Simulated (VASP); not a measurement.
RbBr:

```
CELL_PARAMETERS angstrom
4.12425 0.00000 0.00000
0.00000 4.12425 0.00000
0.00000 0.00000 4.12425
ATOMIC_POSITIONS crystal
Rb 0.00000 0.00000 0.00000
Br 0.50000 0.50000 0.50000
```

Base run:

```yaml
Program: VASP 6.6.1
Functional: r2SCAN
Potentials_or_basis: VASP PAW PBE potentials, release 64 (Rb_sv, Br)
Cutoff: 520 eV
k_mesh: 4 × 4 × 4
Occupations: gaussian, width 0.01 eV
Spin: no spin polarisation
```

Its results: band gap on the k mesh 4.84 eV (least direct gap 4.99 eV); pressure 0.1 GPa.

Task: After a change of settings the same cell gave: band gap on the k mesh 5.27 eV (least direct gap 5.43 eV); pressure 0.5 GPa. Which change was it?
A. functional from r2SCAN to PBE
B. k mesh from 4 × 4 × 4 to 6 × 6 × 6
C. functional from r2SCAN to HSE06

Result: C.

Caveats: the PAW data sets were made with another functional, which shifts forces and pressure a little.
